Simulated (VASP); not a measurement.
Input of a VASP 6.6.1 run:

The input POSCAR:

```
P
1.0
    4.6275012813      0.0000000000      0.0000000000
    0.0000000000      3.2260302006      0.0000000000
    0.0000000000      0.0000000000     27.8195791164
P
4
Direct
    0.0902170617      0.0000000000      0.3790376728
    0.4097829383      0.5000000000      0.3790376728
    0.5902170617      0.5000000000      0.3039345577
    0.9097829383      0.0000000000      0.3039345577
```

INCAR.step1

```
SYSTEM = P
ALGO = Normal
DIPOL = 0.5 0.5 0.341
EDIFF = 1E-4
ENCUT = 520
GGA = PE
IDIPOL = 3
ISMEAR = 0
LASPH = .True.
LCHARG = .False.
LDIPOL = .True.
LREAL = .False.
LWAVE = .True.
NBANDS = 18
NELM = 100
PREC = Accurate
SIGMA = 0.01
```

File INCAR.step2:

```
SYSTEM = P
ALGO = Normal
DIPOL = 0.5 0.5 0.341
EDIFF = 1E-7
ENCUT = 520
IDIPOL = 3
ISIF = 2
ISMEAR = 0
ISTART = 1
LASPH = .True.
LCHARG = .False.
LDIPOL = .True.
LMIXTAU = .True.
LREAL = .False.
LWAVE = .False.
METAGGA = R2SCAN
NBANDS = 18
NELM = 100
PREC = Accurate
SIGMA = 0.01
```

The input KPOINTS:

```
k-points
0
Gamma
  6 8 1
  0 0 0
```

Potentials or basis: VASP PAW PBE potentials, release 64 (P).

Command:

```bash
$ cat potpaw_PBE.64/P/POTCAR > POTCAR
$ cp INCAR.step1 INCAR
$ mpirun -np 1 vasp_std > vasp.out
$ cp INCAR.step2 INCAR
$ mpirun -np 1 vasp_std > vasp.out
```

Estimate the largest force.

0.107 eV/Å.

What does it give for the band gap on the k mesh?

1.00 eV.

Forces in eV/Å, atoms in the order of the input:
```
P    0.088  0.000 -0.061
P   -0.088  0.000 -0.061
P    0.088  0.000  0.061
P   -0.088  0.000  0.061
```

Caveat: the cell differs from its parent crystal (uniaxial y strain -2.0%); the PAW data sets were made with another functional, which shifts forces and pressure a little.
